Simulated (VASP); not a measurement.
# CuCl in VASP: single point with PBE

Aim: the single point of CuCl with PBE.

All numbers are computed with VASP 6.6.1; they aren't measurements. Logs are shortened: lines on timing, memory, paths and dates and some standing lists are left out, and cuts for length are marked.

## 1. The cell of the first run

The cell holds a slab with vacuum, 8 atoms: a = 3.833 Å, b = 3.833 Å, c = 25.170 Å, α = 90.00°, β = 90.00°, γ = 120.00°.

## 2. Single point, PBE

Contents of INCAR:

```
SYSTEM = CuCl
PREC = Accurate
ENCUT = 520
EDIFF = 1E-7
ISMEAR = -1
SIGMA = 0.05
LREAL = .FALSE.
LASPH = .TRUE.
NELM = 100
ALGO = Normal
ISIF = 2
LWAVE = .FALSE.
LCHARG = .FALSE.
LDIPOL = .TRUE.
IDIPOL = 3
DIPOL = 0.5 0.5 0.500
GGA = PE
NBANDS = 46
```

Contents of KPOINTS:

```
regular mesh
0
G
  8 8 1
  0 0 0
```

Contents of POSCAR:

```
CuCl
1.0
    3.8326601754      0.0000000000      0.0000000000
   -1.9163300877      3.3191810760      0.0000000000
    0.0000000000      0.0000000000     25.1704002695
Cl Cu
4 4
Direct
    0.0000000000      0.0000000000      0.2979690398
    0.3333333333      0.6666666667      0.4222957845
    0.6666666667      0.3333333333      0.5466225293
    0.0000000000      0.0000000000      0.6709492740
    0.3333333333      0.6666666667      0.3290507260
    0.6666666667      0.3333333333      0.4533774707
    0.0000000000      0.0000000000      0.5777042155
    0.3333333333      0.6666666667      0.7020309602
```

Potentials or basis: VASP PAW PBE potentials, release 64 (Cl, Cu).

On the command line:

```sh
$ cat potpaw_PBE.64/Cl/POTCAR potpaw_PBE.64/Cu/POTCAR > POTCAR
$ mpirun -np 1 vasp_std > vasp.out
```

OUTCAR:

```text
SYSTEM = CuCl
   PREC = Accurate
   ENCUT = 520
   EDIFF = 1E-7
   ISMEAR = -1
   LREAL = .FALSE.
   LASPH = .TRUE.
   NELM = 100
   ISIF = 2
   GGA = PE

 ion  position               nearest neighbor table
   1  0.000  0.000  0.298-   5 2.35   5 2.35   5 2.35
   2  0.333  0.667  0.422-   5 2.35   6 2.35   6 2.35   6 2.35
   3  0.667  0.333  0.547-   7 2.35   7 2.35   7 2.35   6 2.35
   4  0.000  0.000  0.671-   7 2.35   8 2.35   8 2.35   8 2.35
   5  0.333  0.667  0.329-   2 2.35   1 2.35   1 2.35   1 2.35
   6  0.667  0.333  0.453-   2 2.35   2 2.35   2 2.35   3 2.35
   7  0.000  0.000  0.578-   4 2.35   3 2.35   3 2.35   3 2.35
   8  0.333  0.667  0.702-   4 2.35   4 2.35   4 2.35

  LATTYP: Found a hexagonal cell.
 ALAT       =     3.8326601754
 C/A-ratio  =     6.5673446425

  Lattice vectors:

 A1 = (   3.8326601754,   0.0000000000,   0.0000000000)
 A2 = (  -1.9163300877,   3.3191810760,   0.0000000000)
 A3 = (   0.0000000000,   0.0000000000,  25.1704002695)

Analysis of symmetry for initial positions (statically):
=====================================================================
 Subroutine PRICEL returns:
 Original cell was already a primitive cell.

 Routine SETGRP: Setting up the symmetry group for a
 hexagonal supercell.

 Subroutine GETGRP returns: Found  6 space group operations
 (whereof  6 operations were pure point group operations)
 out of a pool of 24 trial point group operations.

The static configuration has the point symmetry C_3v.

Analysis of symmetry for dynamics (positions and initial velocities):
=====================================================================
 Subroutine PRICEL returns:
 Original cell was already a primitive cell.

 Routine SETGRP: Setting up the symmetry group for a
 hexagonal supercell.

 Subroutine GETGRP returns: Found  6 space group operations
 (whereof  6 operations were pure point group operations)
 out of a pool of 24 trial point group operations.

The dynamic configuration has the point symmetry C_3v.

 Subroutine INISYM returns: Found  6 space group operations
 (whereof  6 operations are pure point group operations),
 and found     1 'primitive' translations

----------------------------------------------------------------------------------------

                                     Primitive cell

  volume of cell :     320.2000

  direct lattice vectors                    reciprocal lattice vectors
     3.832660175  0.000000000  0.000000000     0.260915384  0.150639567  0.000000000
    -1.916330088  3.319181076  0.000000000     0.000000000  0.301279134  0.000000000
     0.000000000  0.000000000 25.170400269     0.000000000  0.000000000  0.039729205

  length of vectors
     3.832660175  3.832660175 25.170400269     0.301279134  0.301279134  0.039729205

  position of ions in fractional coordinates (direct lattice)
     0.000000000  0.000000000  0.297969040
     0.333333333  0.666666667  0.422295785
     0.666666667  0.333333333  0.546622529
     0.000000000  0.000000000  0.670949274
     0.333333333  0.666666667  0.329050726
     0.666666667  0.333333333  0.453377471
     0.000000000  0.000000000  0.577704215
     0.333333333  0.666666667  0.702030960

  ion indices of the primitive-cell ions
   primitive index   ion index
                 1           1
                 2           2
                 3           3
                 4           4
                 5           5
                 6           6
                 7           7
                 8           8

----------------------------------------------------------------------------------------

 KPOINTS: regular mesh

Automatic generation of k-mesh.
 Grid dimensions read from file:
 generate k-points for:    8    8    1

 Generating k-lattice:

  Cartesian coordinates                     Fractional coordinates (reciprocal lattice)
     0.032614423  0.018829946  0.000000000     0.125000000  0.000000000  0.000000000
     0.000000000  0.037659892  0.000000000     0.000000000  0.125000000  0.000000000
     0.000000000  0.000000000  0.039729205     0.000000000  0.000000000  1.000000000

  Length of vectors
     0.037659892  0.037659892  0.039729205

  Shift w.r.t. Gamma in fractional coordinates (k-lattice)
     0.000000000  0.000000000  0.000000000

 Subroutine IBZKPT returns following result:
 ===========================================

 Found     10 irreducible k-points:

 Following reciprocal coordinates:
            Coordinates               Weight
  0.000000  0.000000  0.000000      1.000000
  0.125000  0.000000  0.000000      6.000000
  0.250000  0.000000  0.000000      6.000000
  0.375000  0.000000  0.000000      6.000000
  0.500000  0.000000  0.000000      3.000000
  0.125000  0.125000  0.000000      6.000000
  0.250000  0.125000  0.000000     12.000000
  0.375000  0.125000  0.000000     12.000000
  0.250000  0.250000  0.000000      6.000000
  0.375000  0.250000  0.000000      6.000000
   k-points           NKPTS =     10   k-points in BZ     NKDIM =     10   number of bands    NBANDS=     46
   number of dos      NEDOS =    301   number of ions     NIONS =      8
   total plane-waves  NPLWV = 172800
   dimension x,y,z NGX =    30 NGY =   30 NGZ =  192
   dimension x,y,z NGXF=    60 NGYF=   60 NGZF=  384
   ions per type =               4   4
   NGX,Y,Z   is equivalent  to a cutoff of  13.01, 13.01, 12.68 a.u.
   NGXF,Y,Z  is equivalent  to a cutoff of  26.03, 26.03, 25.36 a.u.
 SYSTEM =  CuCl
   PREC   = accura    normal or accurate (medium, high low for compatibility)
   ISTART =      0    job   : 0-new  1-cont  2-samecut
   ICHARG =      2    charge: 1-file 2-atom 10-const
   ISPIN  =      1    spin polarized calculation?
   LNONCOLLINEAR =      F non collinear calculations
   LSORBIT =      F    spin-orbit coupling
   LASPH  =      T    aspherical Exc in radial PAW
   ENCUT  =  520.0 eV  38.22 Ry    6.18 a.u.   7.13  7.13 46.80*2*pi/ulx,y,z
   NELM   =    100;   NELMIN=  2; NELMDL= -5     # of ELM steps
   EDIFF  = 0.1E-06   stopping-criterion for ELM
   LREAL  =      F    real-space projection
   EDIFFG = 0.1E-05   stopping-criterion for IOM
   NSW    =      0    number of steps for IOM
   IBRION =     -1    ionic relax: 0-MD 1-quasi-New 2-CG
   NFREE  =      0    steps in history (QN), initial steepest desc. (CG)
   ISIF   =      2    stress and relaxation
   ISYM   =      2    0-nonsym 1-usesym 2-fastsym
   POTIM  = 0.5000    time-step for ionic-motion
   TEBEG  =    0.0;   TEEND  =   0.0 temperature during run
   PSTRESS=    0.0 pullay stress
   NELECT =      72.0000    total number of electrons
   NUPDOWN=      -1.0000    fix difference up-down
   EMIN   =  10.00;   EMAX   =-10.00  energy-range for DOS
   EFERMI =   0.00;   METHOD = LEGACY
   ISMEAR =    -1;   SIGMA  =   0.05  broadening in eV -4-tet -1-fermi 0-gaus
   EFERMI_NEDOS =   21; number of points for ismear=-14 and -15
   IALGO  =     38    algorithm
   IMIX   =      4    mixing-type and parameters
     AMIX     =   0.40;   BMIX     =  1.00
     AMIX_MAG =   1.60;   BMIX_MAG =  1.00
  volume/ion in A,a.u.               =      40.03       270.10
  Fermi-wavevector in a.u.,A,eV,Ry     =   0.995509  1.881239 13.483894  0.991038
  Thomas-Fermi vector in A             =   2.127534
   LORBIT       =      0    0 simple, 1 ext, 2 COOP (PROOUT), +10 PAW based schemes
   GGA     = PE    functional components
   LHFCALC =     F    Hartree Fock is set to
   AEXX    =    0.0000 exact exchange contribution
   IVDW    =     0    specifies the selected vdW correction
   LEPSILON=     F    determine dielectric tensor
   LRPA    =     F    only Hartree local field effects (RPA)
 non-spin polarized calculation
  energy-cutoff  :      520.00
  volume of cell :      320.20
 maximum number of plane-waves:      8651
 NGX is ok and might be reduce to    30
   NGX = 15   NGY = 15   NGZ = 93

 dipolmoment           0.000000      0.000000      0.027994 electrons x Angstroem

 number of electron      72.0000014 magnetization

 dipolmoment           0.000000      0.000000     -0.185418 electrons x Angstroem

 Free energy of the ion-electron system (eV)
  ---------------------------------------------------
  ext. energy  EPLUGINS =         0.00000000
  ---------------------------------------------------
  free energy    TOTEN  =       -24.67277773 eV

  energy without entropy =      -24.65524200  energy(sigma->0) =      -24.66400987

 E-fermi :  -0.1876     XC(G=0):  -5.2119

 val. band max:       -0.2454282534   @ k =   0.1250   0.0000   0.0000
 cond. band min:      -0.1817135816   @ k =   0.1250   0.0000   0.0000
 fundamental gap:      0.0637146718
 Fermi energy:        -0.1876202025

 k-point     1 :       0.0000    0.0000    0.0000
  band No.  band energies     occupation
      1     -18.1695      2.00000
      2     -17.6186      2.00000
      3     -17.0345      2.00000
      4     -15.7288      2.00000
      5      -7.4156      2.00000
      6      -6.6346      2.00000
[... 38 lines left out ...]
     45       5.5541      0.00000
     46       5.9163      0.00000

 k-point     2 :       0.1250    0.0000    0.0000
  band No.  band energies     occupation
      1     -18.1260      2.00000
      2     -17.5774      2.00000
      3     -16.9945      2.00000
      4     -15.6867      2.00000
      5      -7.3453      2.00000
      6      -6.6706      2.00000
[... 38 lines left out ...]
     45       5.3923      0.00000
     46       5.6700      0.00000

 k-point     3 :       0.2500    0.0000    0.0000
  band No.  band energies     occupation
      1     -18.0180      2.00000
      2     -17.4753      2.00000
      3     -16.8954      2.00000
      4     -15.5822      2.00000
      5      -7.2150      2.00000
      6      -7.0525      2.00000
[... 332 lines left out ...]
     45       5.5548      0.00000
     46       5.8448      0.00000

 k-point    10 :       0.3750    0.2500    0.0000
  band No.  band energies     occupation
      1     -17.8245      2.00000
      2     -17.2927      2.00000
      3     -16.7184      2.00000
      4     -15.3950      2.00000
      5      -7.3844      2.00000
      6      -7.1298      2.00000
[... 38 lines left out ...]
     45       5.6773      0.00000
     46       5.9053      0.00000

------------------------ aborting loop because EDIFF is reached ----------------------------------------

 vacuum level on the upper side and lower side of the slab       (xc-potential included)        -1.487         1.112

  FORCE on cell =-STRESS in cart. coord.  units (eV):
  Direction    XX          YY          ZZ          XY          YZ          ZX
  --------------------------------------------------------------------------------------
  -------------------------------------------------------------------------------------
  Total       -0.9266723     -0.9266723      0.2931619      0.0000000      0.0000000      0.0000000
  in kB       -4.6367681     -4.6367681      1.4668873      0.0000000      0.0000000      0.0000000
  external PRESSURE =      -2.6022163 kB  Pullay stress =       0.0000000 kB

 VOLUME and BASIS-vectors are now :
 -----------------------------------------------------------------------------
  energy-cutoff  :      520.00
  volume of cell :      320.20
      direct lattice vectors                 reciprocal lattice vectors
     3.832660175  0.000000000  0.000000000     0.260915384  0.150639567  0.000000000
    -1.916330088  3.319181076  0.000000000     0.000000000  0.301279134  0.000000000
     0.000000000  0.000000000 25.170400269     0.000000000  0.000000000  0.039729205

 POSITION                                       TOTAL-FORCE (eV/Angst)
 -----------------------------------------------------------------------------------
      0.00000      0.00000      7.50000        -0.000000     -0.000000      0.335807
     -0.00000      2.21279     10.62935         0.000000     -0.000000      0.301406
      1.91633      1.10639     13.75871        -0.000000     -0.000000      0.149071
      0.00000      0.00000     16.88806        -0.000000     -0.000000      0.596823
     -0.00000      2.21279      8.28234         0.000000     -0.000000     -0.572174
      1.91633      1.10639     11.41169         0.000000     -0.000000     -0.190946
      0.00000      0.00000     14.54105         0.000000      0.000000     -0.126636
     -0.00000      2.21279     17.67040        -0.000000     -0.000000     -0.493351
 -----------------------------------------------------------------------------------
    total drift:                                0.000003     -0.000002     -0.000474

  FREE ENERGIE OF THE ION-ELECTRON SYSTEM (eV)
  ---------------------------------------------------
  free  energy   TOTEN  =       -24.6727777314 eV

  energy  without entropy=      -24.6552420041  energy(sigma->0) =      -24.66400987

 vacuum level on the upper side and lower side of the slab         2.819         5.472
```

Wall time 12 min (1 thread of Intel Xeon 6975P-C, shared host); peak memory 0.49 GiB.

Results:

```yaml
Free_energy: -24.6728 eV
Largest_force: 0.597 eV/Å
Band_gap_on_the_k_mesh: zero (band 36 reaches -0.09 eV, above the bottom of band 37 at -0.18 eV)
```

Forces in eV/Å, atoms in the order of the input:
```
Cl   0.000  0.000  0.336
Cl   0.000  0.000  0.301
Cl   0.000  0.000  0.149
Cl   0.000  0.000  0.597
Cu   0.000  0.000 -0.572
Cu   0.000  0.000 -0.191
Cu   0.000  0.000 -0.127
Cu   0.000  0.000 -0.493
```

Levels at points of the mesh, in eV from the Fermi level:
```
           k point  band 34  band 35  band 36  band 37  band 38  band 39
(0.00, 0.00, 0.00)    -0.46    -0.14     0.10     0.10     1.00     2.00
(0.50, 0.00, 0.00)    -0.97    -0.61    -0.55     1.36     2.63     3.01
```

Caveat: semilocal functionals often make such compounds metallic where correlation or magnetic order opens a gap, which also shifts bond lengths.
